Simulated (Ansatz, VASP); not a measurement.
# Two plane-wave programs on NaH

The input INCAR:

```
SYSTEM = NaH
ALGO = Normal ; EDIFF = 1E-6
ENCUT = 520 ; ISIF = 2
ISMEAR = 0 ; LASPH = .TRUE.
LCHARG = .FALSE. ; LREAL = .FALSE.
LWAVE = .FALSE. ; NBANDS = 11
NELM = 80 ; PREC = Accurate
SIGMA = 0.01
```

File KPOINTS:

```
k-points
0
G
  8 8 8
  0 0 0
```

POSCAR

```
NaH
1.0
    0.0000000000      2.5969210608      2.5969210608
    2.5969210608      0.0000000000      2.5969210608
    2.5969210608      2.5969210608      0.0000000000
Na H
1 1
Direct
    0.0000000000      0.0000000000      0.0000000000
    0.2500000000      0.2500000000      0.2500000000
```

Input for Ansatz:

```yaml
crystal:
  lattice:
    - [0.0, 2.5969210608, 2.5969210608]
    - [2.5969210608, 0.0, 2.5969210608]
    - [2.5969210608, 2.5969210608, 0.0]
  atoms:
    - { symbol: Na, position: [0.0, 0.0, 0.0] }
    - { symbol: H, position: [0.25, 0.25, 0.25] }
kpoints:
  mp_grid: { grid: [8, 8, 8] }
  band_path:
    path:
      - [0.0, 0.0, 0.0]
      - [-0.5, -0.5, 0.0]
      - [-0.375, -0.375, 0.25]
      - [-0.375, 0.0, 0.375]
      - [0.0, 0.0, 0.5]
      - [-0.5, -0.25, 0.25]
      - [0.25, -0.5, -0.25]
    npoints: 1
hamiltonian:
  xc: lda
scf:
  occupations: { method: fixed }
  n_extra_bands: 4
output:
  forces: true
  stress: true
  eigenvalues: true
  write_density: true
  write_potential: true
  elf: true
  volumetric_format: npy
```

Alike in both runs: task single point; functional LDA; k mesh 8 × 8 × 8; no spin polarisation.

|  | VASP | Ansatz |
| --- | --- | --- |
| version | VASP 6.6.1 | Ansatz 0.2.0 |
| potentials or method | VASP PAW LDA potentials, release 64 (Na_pv, H) | plane waves, PAW |
| plane-wave cutoff (eV) | 520 | 420 |
| occupations | gaussian, width 0.01 eV | fixed |
| valence electrons in the cell | 8 | 10 |

|  | VASP | Ansatz | Ansatz less VASP |
| --- | --- | --- | --- |
| gap on the k mesh at the Fermi level (eV) | 3.27 | 3.27 | +0.003 |
| pressure (GPa) | -1.3 | -1.3 | +0.03 |

LDA's correlation is that of Perdew and Zunger in VASP and of Perdew and Wang (1992) in Ansatz. VASP's potentials hold 8 valence electrons a cell and Ansatz's 10, so a difference there can come from the potentials and not from the codes.
